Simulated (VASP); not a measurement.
RuS, 2 atoms in the cell. The structure is cubic, space group F-43m (No. 216). Conventional cell: a = 5.235 Å, b = 5.235 Å, c = 5.235 Å, α = 90.00°, β = 90.00°, γ = 90.00°. Within 3.0 Å of Ru (site symmetry -43m) lie 4 S at 2.27 Å. S (site symmetry -43m) has 4 Ru at 2.27 Å within 3.0 Å.  This cell differs from its parent crystal: volume scaled by 1.020.

```yaml
Program: VASP 6.6.1
Task: single point
Functional: PBE
Potentials_or_basis: VASP PAW PBE potentials, release 64 (Ru_pv, S)
Cutoff: 520 eV
k_mesh: 10 × 10 × 10
Occupations: gaussian, width 0.05 eV
Spin: no spin polarisation
Dipole_correction: no
Further_INCAR_settings: ALGO = Normal; EDIFF = 1e-07; NBANDS = 17
```

Potentials or basis: VASP PAW PBE potentials, release 64 (Ru_pv, S).

Launch:

```console
$ cat potpaw_PBE.64/Ru_pv/POTCAR potpaw_PBE.64/S/POTCAR > POTCAR
$ mpirun -np 1 vasp_std > vasp.out
```

Hardware: 1 thread of Intel(R) Xeon(R) Platinum 8375C CPU @ 2.90GHz (Ice Lake) (shared host).

How long does it take, and how much memory?

Run time: 35 s on 1 thread of Intel(R) Xeon(R) Platinum 8375C CPU @ 2.90GHz (Ice Lake), with other jobs on the host, peak memory 0.17 GiB. Counts: scf iterations 13, k points 47.
